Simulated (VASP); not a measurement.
# Al2Cl (P1) in VASP: relaxation of cell and atoms with PBE

Aim: the relaxation of cell and atoms of Al2Cl with PBE.

Everything below comes from runs of VASP 6.6.1. Logs are shortened: lines on timing, memory, paths and dates and some standing lists are left out, and cuts for length are marked.

## Step 1: The cell of the first run

The typed cell holds 12 atoms: a = 5.419 Å, b = 7.422 Å, c = 7.518 Å, α = 84.16°, β = 87.95°, γ = 84.40°.

## Step 2: Relaxation of cell and atoms, PBE

File INCAR:

```
SYSTEM = Al2Cl
  ALGO = Normal
  EDIFF = 1E-6
  EDIFFG = -0.04
  ENCUT = 600
  GGA = PE
  IBRION = 2
  ISIF = 3
  ISMEAR = 0
  LASPH = .True.
  LCHARG = .False.
  LREAL = .False.
  LWAVE = .False.
  NELM = 100
  NSW = 90
  PREC = Accurate
  SIGMA = 0.1
```

File KPOINTS:

```
k-points
0
Gamma
  4 4 4
  0 0 0
```

File POSCAR:

```
Al2Cl
1.0
    5.4088223194      0.2568536007     -0.2026899339
    0.3672739894      7.4110330153     -0.1546650641
    0.5055565293      0.8966627900      7.4470139010
Al Cl
8 4
Direct
    0.7537079273      0.9745342022      0.1685098434
    0.6638182982      0.9070869990      0.5496484002
    0.4312035372      0.1834212645      0.3532389182
    0.8119298393      0.1600653029      0.8114573828
    0.2362739385      0.0517694719      0.0723651135
    0.2815661847      0.1378347506      0.6938112731
    0.3115538458      0.8036346605      0.3464723308
    0.5659056776      0.8548679858      0.8946129857
    0.9757839493      0.3315319207      0.0462140702
    0.0112940393      0.6896068228      0.5464358188
    0.4508476054      0.5063494265      0.2703740463
    0.5061151574      0.3992971926      0.7468598169
```

Potentials or basis: VASP PAW PBE potentials, release 64 (Al, Cl).

Launch:

```console
> cat potpaw_PBE.64/Al/POTCAR potpaw_PBE.64/Cl/POTCAR > POTCAR
> mpirun -np 1 vasp_std > vasp.out
```

OUTCAR:

```text
SYSTEM = Al2Cl
   EDIFF = 1E-6
   EDIFFG = -0.04
   ENCUT = 600
   GGA = PE
   IBRION = 2
   ISIF = 3
   ISMEAR = 0
   LASPH = .True.
   LREAL = .False.
   NELM = 100
   NSW = 90
   PREC = Accurate

 ion  position               nearest neighbor table
   1  0.754  0.975  0.169-   8 2.60   3 2.67   5 2.79   2 2.89   5 2.91   4 2.91   7 3.03
   2  0.664  0.907  0.550-  10 2.36   8 2.63   3 2.64   7 2.70   6 2.81   1 2.89   4 3.03
   3  0.431  0.183  0.353-  11 2.43   2 2.64   6 2.66   1 2.67   5 2.70   7 2.96
   4  0.812  0.160  0.811-  12 2.33   9 2.51   6 2.66   8 2.75   1 2.91   2 3.03   6 3.06   5 3.07

   5  0.236  0.052  0.072-   9 2.39   8 2.61   7 2.64   3 2.70   1 2.79   6 2.86   1 2.91   4 3.07

   6  0.282  0.138  0.694-  12 2.46   3 2.66   4 2.66   2 2.81   8 2.82   5 2.86   4 3.06
   7  0.312  0.804  0.346-  10 2.34  11 2.38   5 2.64   2 2.70   3 2.96   1 3.03
   8  0.566  0.855  0.895-   1 2.60   5 2.61   2 2.63   4 2.75   6 2.82
   9  0.976  0.332  0.046-   5 2.39   4 2.51
  10  0.011  0.690  0.546-   7 2.34   2 2.36
  11  0.451  0.506  0.270-   7 2.38   3 2.43
  12  0.506  0.399  0.747-   4 2.33   6 2.46

  LATTYP: Found a triclinic cell.
 ALAT       =     9.1087507359
 B/A-ratio  =     1.7648912854
 C/A-ratio  =     0.5948905568
 COS(alpha) =     0.0116028583
 COS(beta)  =     0.5654049359
 COS(gamma) =     0.7400497737

  Lattice vectors:

 A1 = (   4.9032657901,  -0.6398091893,  -7.6497038349)
 A2 = (  -0.6438390692,   5.6177074353, -15.0486928661)
 A3 = (   5.4088223194,   0.2568536007,  -0.2026899339)

Analysis of symmetry for initial positions (statically):
=====================================================================
 Subroutine PRICEL returns:
 Original cell was already a primitive cell.

 Routine SETGRP: Setting up the symmetry group for a
 triclinic supercell.

 Subroutine GETGRP returns: Found  1 space group operations
 (whereof  1 operations were pure point group operations)
 out of a pool of  2 trial point group operations.

The static configuration has the point symmetry C_1 .

Analysis of symmetry for dynamics (positions and initial velocities):
=====================================================================
 Subroutine PRICEL returns:
 Original cell was already a primitive cell.

 Routine SETGRP: Setting up the symmetry group for a
 triclinic supercell.

 Subroutine GETGRP returns: Found  1 space group operations
 (whereof  1 operations were pure point group operations)
 out of a pool of  2 trial point group operations.

The dynamic configuration has the point symmetry C_1 .

 Subroutine INISYM returns: Found  1 space group operations
 (whereof  1 operations are pure point group operations),
 and found     1 'primitive' translations

----------------------------------------------------------------------------------------

                                     Primitive cell

  volume of cell :     299.2334

  direct lattice vectors                    reciprocal lattice vectors
     5.408822319  0.256853601 -0.202689934     0.184901626 -0.009401645 -0.011420432
     0.367273989  7.411033015 -0.154665064    -0.006999675  0.134951652 -0.015773758
     0.505556529  0.896662790  7.447013901     0.004887206  0.002546885  0.133643573

  length of vectors
     5.418709797  7.421739811  7.517819338     0.185492394  0.136050562  0.133757153

  position of ions in fractional coordinates (direct lattice)
     0.753707927  0.974534202  0.168509843
     0.663818298  0.907086999  0.549648400
     0.431203537  0.183421264  0.353238918
     0.811929839  0.160065303  0.811457383
     0.236273938  0.051769472  0.072365113
     0.281566185  0.137834751  0.693811273
     0.311553846  0.803634661  0.346472331
     0.565905678  0.854867986  0.894612986
     0.975783949  0.331531921  0.046214070
     0.011294039  0.689606823  0.546435819
     0.450847605  0.506349427  0.270374046
     0.506115157  0.399297193  0.746859817

  ion indices of the primitive-cell ions
   primitive index   ion index
                 1           1
                 2           2
                 3           3
                 4           4
                 5           5
                 6           6
                 7           7
                 8           8
                 9           9
                10          10
                11          11
                12          12

----------------------------------------------------------------------------------------

 KPOINTS: k-points

Automatic generation of k-mesh.
 Grid dimensions read from file:
 generate k-points for:    4    4    4

 Generating k-lattice:

  Cartesian coordinates                     Fractional coordinates (reciprocal lattice)
     0.046225406 -0.002350411 -0.002855108     0.250000000  0.000000000  0.000000000
    -0.001749919  0.033737913 -0.003943439     0.000000000  0.250000000  0.000000000
     0.001221802  0.000636721  0.033410893     0.000000000  0.000000000  0.250000000

  Length of vectors
     0.046373099  0.034012640  0.033439288

  Shift w.r.t. Gamma in fractional coordinates (k-lattice)
     0.000000000  0.000000000  0.000000000

 Subroutine IBZKPT returns following result:
 ===========================================

 Found     36 irreducible k-points:

 Following reciprocal coordinates:
            Coordinates               Weight
  0.000000  0.000000  0.000000      1.000000
  0.250000  0.000000  0.000000      2.000000
  0.500000  0.000000  0.000000      1.000000
  0.000000  0.250000 -0.000000      2.000000
  0.250000  0.250000 -0.000000      2.000000
  0.500000  0.250000 -0.000000      2.000000
[... 16 lines left out ...]
 -0.000000 -0.250000  0.250000      2.000000
  0.250000 -0.250000  0.250000      2.000000
 [... further k-points ...]
   k-points           NKPTS =     36   k-points in BZ     NKDIM =     36   number of bands    NBANDS=     33
   number of dos      NEDOS =    301   number of ions     NIONS =     12
   total plane-waves  NPLWV = 172800
   dimension x,y,z NGX =    48 NGY =   60 NGZ =   60
   dimension x,y,z NGXF=    96 NGYF=  120 NGZF=  120
   ions per type =               8   4
   NGX,Y,Z   is equivalent  to a cutoff of  14.73, 13.44, 13.27 a.u.
   NGXF,Y,Z  is equivalent  to a cutoff of  29.45, 26.88, 26.54 a.u.
 SYSTEM =  Al2Cl
   PREC   = accura    normal or accurate (medium, high low for compatibility)
   ISTART =      0    job   : 0-new  1-cont  2-samecut
   ICHARG =      2    charge: 1-file 2-atom 10-const
   ISPIN  =      1    spin polarized calculation?
   LNONCOLLINEAR =      F non collinear calculations
   LSORBIT =      F    spin-orbit coupling
   LASPH  =      T    aspherical Exc in radial PAW
   ENCUT  =  600.0 eV  44.10 Ry    6.64 a.u.  10.82 14.82 15.01*2*pi/ulx,y,z
   NELM   =    100;   NELMIN=  2; NELMDL= -5     # of ELM steps
   EDIFF  = 0.1E-05   stopping-criterion for ELM
   LREAL  =      F    real-space projection
   EDIFFG = -.4E-01   stopping-criterion for IOM
   NSW    =     90    number of steps for IOM
   IBRION =      2    ionic relax: 0-MD 1-quasi-New 2-CG
   NFREE  =      1    steps in history (QN), initial steepest desc. (CG)
   ISIF   =      3    stress and relaxation
   ISYM   =      2    0-nonsym 1-usesym 2-fastsym
   POTIM  = 0.5000    time-step for ionic-motion
   TEBEG  =    0.0;   TEEND  =   0.0 temperature during run
   PSTRESS=    0.0 pullay stress
   NELECT =      52.0000    total number of electrons
   NUPDOWN=      -1.0000    fix difference up-down
   EMIN   =  10.00;   EMAX   =-10.00  energy-range for DOS
   EFERMI =   0.00;   METHOD = LEGACY
   ISMEAR =     0;   SIGMA  =   0.10  broadening in eV -4-tet -1-fermi 0-gaus
   EFERMI_NEDOS =   21; number of points for ismear=-14 and -15
   IALGO  =     38    algorithm
   IMIX   =      4    mixing-type and parameters
     AMIX     =   0.40;   BMIX     =  1.00
     AMIX_MAG =   1.60;   BMIX_MAG =  1.00
  volume/ion in A,a.u.               =      24.94       168.28
  Fermi-wavevector in a.u.,A,eV,Ry     =   0.913565  1.726387 11.355425  0.834600
  Thomas-Fermi vector in A             =   2.038091
   LORBIT       =      0    0 simple, 1 ext, 2 COOP (PROOUT), +10 PAW based schemes
   GGA     = PE    functional components
   LHFCALC =     F    Hartree Fock is set to
   AEXX    =    0.0000 exact exchange contribution
   IVDW    =     0    specifies the selected vdW correction
   LEPSILON=     F    determine dielectric tensor
   LRPA    =     F    only Hartree local field effects (RPA)
 conjugate gradient relaxation of ions
 non-spin polarized calculation
 Gauss-broadening in eV      SIGMA  =   0.10
  energy-cutoff  :      600.00
  volume of cell :      299.23
 maximum number of plane-waves:     10004
 NGX is ok and might be reduce to    48
   NGX = 21   NGY = 29   NGZ = 29

--------------------------------------- Ionic step        1  -------------------------------------------

 number of electron      52.0000001 magnetization

 Free energy of the ion-electron system (eV)
  ---------------------------------------------------
  ext. energy  EPLUGINS =         0.00000000
  ---------------------------------------------------
  free energy    TOTEN  =       -40.55361516 eV

  energy without entropy =      -40.53691453  energy(sigma->0) =      -40.54526485

------------------------ aborting loop because EDIFF is reached ----------------------------------------

  FORCE on cell =-STRESS in cart. coord.  units (eV):
  Direction    XX          YY          ZZ          XY          YZ          ZX
  --------------------------------------------------------------------------------------
  -------------------------------------------------------------------------------------
  Total        0.0304298     -0.5174586     -0.3927234      0.3075982      0.0292276     -0.0129364
  in kB        0.1629296     -2.7706141     -2.1027482      1.6469645      0.1564923     -0.0692652
  external PRESSURE =      -1.5701443 kB  Pullay stress =       0.0000000 kB
[... 215 lines left out ...]
  energy  without entropy=      -40.5430217508  energy(sigma->0) =      -40.55103732

--------------------------------------- Ionic step        6  -------------------------------------------

 number of electron      52.0000003 magnetization

 Free energy of the ion-electron system (eV)
  ---------------------------------------------------
  ext. energy  EPLUGINS =         0.00000000
  ---------------------------------------------------
  free energy    TOTEN  =       -40.56001606 eV

  energy without entropy =      -40.54420493  energy(sigma->0) =      -40.55211049

 E-fermi :   3.9705     XC(G=0):  -8.2542

 val. band max:        3.9665058085   @ k =   0.5000   0.5000   0.2500
 cond. band min:       3.9801447040   @ k =  -0.0000  -0.2500   0.2500
 fundamental gap:      0.0136388955
 Fermi energy:         3.9705308436

 k-point     1 :       0.0000    0.0000    0.0000
  band No.  band energies     occupation
      1     -13.1632      2.00000
      2     -12.9121      2.00000
      3     -12.6271      2.00000
      4     -12.5536      2.00000
      5      -5.0071      2.00000
      6      -3.5671      2.00000
[... 853 lines left out ...]
     32       6.2027      0.00000
     33       6.5046      0.00000

 [... further k-points ...]

------------------------ aborting loop because EDIFF is reached ----------------------------------------

  FORCE on cell =-STRESS in cart. coord.  units (eV):
  Direction    XX          YY          ZZ          XY          YZ          ZX
  --------------------------------------------------------------------------------------
  -------------------------------------------------------------------------------------
  Total       -0.1089116     -0.0149383      0.0294902     -0.0183308      0.0296497      0.0062045
  in kB       -0.5839885     -0.0800997      0.1581278     -0.0982905      0.1589829      0.0332687
  external PRESSURE =      -0.1686535 kB  Pullay stress =       0.0000000 kB
[... 27 lines left out ...]
  FREE ENERGIE OF THE ION-ELECTRON SYSTEM (eV)
  ---------------------------------------------------
  free  energy   TOTEN  =       -40.5600160637 eV

  energy  without entropy=      -40.5442049252  energy(sigma->0) =      -40.55211049

 reached required accuracy - stopping structural energy minimisation
```

Run time: 40 min. Hardware: 1 thread of Oxide Virtual Turin-like, shared host; peak memory 0.61 GiB.

What came out:

* Free energy: -40.5600 eV
* Relaxed volume: 24.90 Å³/atom
* Relaxed cell: a = 5.443 Å, b = 7.409 Å, c = 7.493 Å, α = 84.10°, β = 88.00°, γ = 83.95°
* Space group after relaxing (to 0.1 Å): P1 (No. 1)
* Energy gained by relaxing: 0.5 meV/atom
* Ionic steps: 6
* Pressure after relaxing: 0.0 GPa
* Largest force after relaxing: 0.040 eV/Å
* Band gap on the k mesh: zero (bands 26 and 27 overlap by 0.71 eV)

Forces on the atoms (eV/Å):
```
Al   0.015 -0.011 -0.006
Al   0.010 -0.024 -0.009
Al   0.003 -0.005 -0.006
Al  -0.019  0.008 -0.022
Al   0.009 -0.002  0.020
Al  -0.005  0.024 -0.008
Al   0.005  0.019  0.035
Al   0.005  0.011  0.007
Cl  -0.003  0.002 -0.002
Cl  -0.001  0.000  0.010
Cl  -0.010 -0.008 -0.022
Cl  -0.008 -0.013  0.005
```

Step by step:
| step | energy change (eV) | largest force (eV/Å) | pressure (GPa) | volume (Å³) |
| --- | --- | --- | --- | --- |
| 1 | 0.0000 | 0.1169 | -0.16 | 299.23 |
| 2 | -0.0029 | 0.0576 | 0.04 | 298.18 |
| 3 | -0.0032 | 0.0523 | 0.11 | 297.80 |
| 4 | -0.0045 | 0.0431 | 0.05 | 298.22 |
| 5 | -0.0054 | 0.0551 | -0.06 | 298.99 |
| 6 | -0.0064 | 0.0399 | -0.02 | 298.80 |

Final structure:
```yaml
crystal:
  lattice:
    - [5.43208, 0.27793, -0.20876]
    - [0.39866, 7.39620, -0.15291]
    - [0.50188, 0.89846, 7.42214]
  atoms:
    - { symbol: Al, position: [0.75574, 0.97396, 0.16801] }
    - { symbol: Al, position: [0.66321, 0.90842, 0.55017] }
    - { symbol: Al, position: [0.43197, 0.18405, 0.35289] }
    - { symbol: Al, position: [0.81189, 0.15958, 0.80983] }
    - { symbol: Al, position: [0.23754, 0.05246, 0.07335] }
    - { symbol: Al, position: [0.27942, 0.13891, 0.69360] }
    - { symbol: Al, position: [0.31117, 0.80142, 0.34872] }
    - { symbol: Al, position: [0.56561, 0.85616, 0.89364] }
    - { symbol: Cl, position: [0.97789, 0.33058, 0.04585] }
    - { symbol: Cl, position: [0.01174, 0.68880, 0.54691] }
    - { symbol: Cl, position: [0.44845, 0.50585, 0.27024] }
    - { symbol: Cl, position: [0.50535, 0.39981, 0.74678] }
```
